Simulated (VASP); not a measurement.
Set up this calculation in VASP 6.6.1, as the native input.

* Task: single point
* Functional: PBEsol
* Potentials or basis: VASP PAW PBE potentials, release 64 (Ir)
* Cutoff: 520 eV
* k mesh: 15 × 15 × 15
* Occupations: gaussian, width 0.1 eV
* Spin: no spin polarisation
* Dipole correction: no
* Further INCAR settings: ALGO = Normal; EDIFF = 1e-06; NBANDS = 10

The structure of Ir lies in POSCAR:

```
Ir
1.0
    2.6728587958      0.0000000000      0.0000000000
   -1.3364293979      2.3147636179      0.0000000000
    1.3364293979      0.7715878726      2.2260493450
Ir
1
Direct
    0.0000000000      0.0000000000      0.0000000000
```

The input as run:

INCAR

```
PREC = Accurate
ENCUT = 520
EDIFF = 1E-6
ISMEAR = 0
SIGMA = 0.1
LREAL = F
LASPH = T
NELM = 80
ALGO = Normal
ISIF = 2
LWAVE = F
LCHARG = F
GGA = PS
NBANDS = 10
```

KPOINTS

```
regular mesh
0
Gamma
  15 15 15
```

Potentials or basis: VASP PAW PBE potentials, release 64 (Ir).

Run with:

```bash
$ cat potpaw_PBE.64/Ir/POTCAR > POTCAR
$ mpirun -np 1 vasp_std > vasp.out
```

It gave:

The pressure is 9.3 GPa.

Caveat: the PAW data sets were made with another functional, which shifts forces and pressure a little.

Wall time 54 s on 1 thread of Intel Xeon 8259CL, on a shared host, peak memory 0.17 GiB.
